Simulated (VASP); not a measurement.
A run of VASP 6.6.1:

The input INCAR:

```
PREC = Accurate
ENCUT = 600
EDIFF = 1E-6
ISMEAR = 1
SIGMA = 0.025
LREAL = F
LASPH = T
NELM = 120
ALGO = Normal
ISIF = 2
LWAVE = F
LCHARG = F
GGA = CA
NBANDS = 9
GGA_COMPAT = F
```

The input KPOINTS:

```
regular mesh
0
Gamma
  9 9 5
```

File POSCAR:

```
Be
1.0
    2.3358202500      0.0000000000      0.0000000000
   -1.1679101300      2.0228800400      0.0000000000
    0.0000000000      0.0000000000      3.6402654600
Be
2
Direct
    0.3333300000      0.6666700000      0.2500000000
    0.6666600000      0.3333300000      0.7500000000
```

Potentials or basis: VASP PAW LDA potentials, release 64 (Be).

The run is started by

```console
$ cat potpaw_LDA.64/Be/POTCAR > POTCAR
$ mpirun -np 1 vasp_std > vasp.out
```

Hardware: 1 thread of Intel(R) Xeon(R) Platinum 8488C (Sapphire Rapids) (shared host).

Task: How long does it take, and how much memory?

Result: It took 11 s on 1 thread of Intel(R) Xeon(R) Platinum 8488C (Sapphire Rapids), with other jobs on the host, peak memory 0.12 GiB. Counts: scf iterations 9, k points 75.
